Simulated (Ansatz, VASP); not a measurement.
**Ga: VASP beside Ansatz**

File INCAR:

```
PREC = Accurate
ENCUT = 520
EDIFF = 1E-8
ISMEAR = -1
SIGMA = 0.03
LREAL = False
LASPH = True
NELM = 80
ALGO = Normal
ISIF = 2
LWAVE = False
LCHARG = False
GGA = PE
LEFG = True
NBANDS = 12
```

The input KPOINTS:

```
Automatic mesh
0
Gamma
  16 16 16
```

POSCAR

```
Ga
1.0
   -1.4315364027      1.4315364027      2.2727169812
    1.4315364027     -1.4315364027      2.2727169812
    1.4315364027      1.4315364027     -2.2727169812
Ga
1
Direct
    0.0000000000      0.0000000000      0.0000000000
```

Input for Ansatz:

```yaml
crystal:
  lattice:
    - [-1.4315364027, 1.4315364027, 2.2727169812]
    - [1.4315364027, -1.4315364027, 2.2727169812]
    - [1.4315364027, 1.4315364027, -2.2727169812]
  atoms:
    - { symbol: Ga, position: [0.0, 0.0, 0.0] }
kpoints:
  mp_grid: { grid: [16, 16, 16] }
scf:
  occupations: { method: fermi_dirac, width: 0.03 }
hamiltonian:
  xc: pbe
  pseudopotentials: { kind: all_electron, datasets: crystal }
output:
  forces: true
  stress: true
  eigenvalues: true
  efg: { contact_densities: true }
```

Change from the starting cell: volume scaled by 1.06, crystal datasets.

Alike in both runs: task electric field gradients; functional PBE; k mesh 16 × 16 × 16; occupations fermi-dirac, width 0.03 eV; no spin polarisation.

|  | VASP | Ansatz |
| --- | --- | --- |
| version | VASP 6.6.1 | Ansatz 0.2.0 |
| potentials or method | VASP PAW PBE potentials, release 64 (Ga_d), cutoff 520 eV | all-electron PAW with datasets made for the crystal, scalar-relativistic |

|  | VASP | Ansatz | Ansatz less VASP |
| --- | --- | --- | --- |
| pressure (GPa) | 0.9 | 0.8 | -0.07 |
| traceless stress, the component that is largest in VASP (GPa) | -0.39 | -0.37 | +0.019 |
| size of Vzz on the site where it differs most (V/Å²) | 19.1 | 20.5 | +1.39 |

Ansatz ran all-electron here, and VASP with PAW potentials.
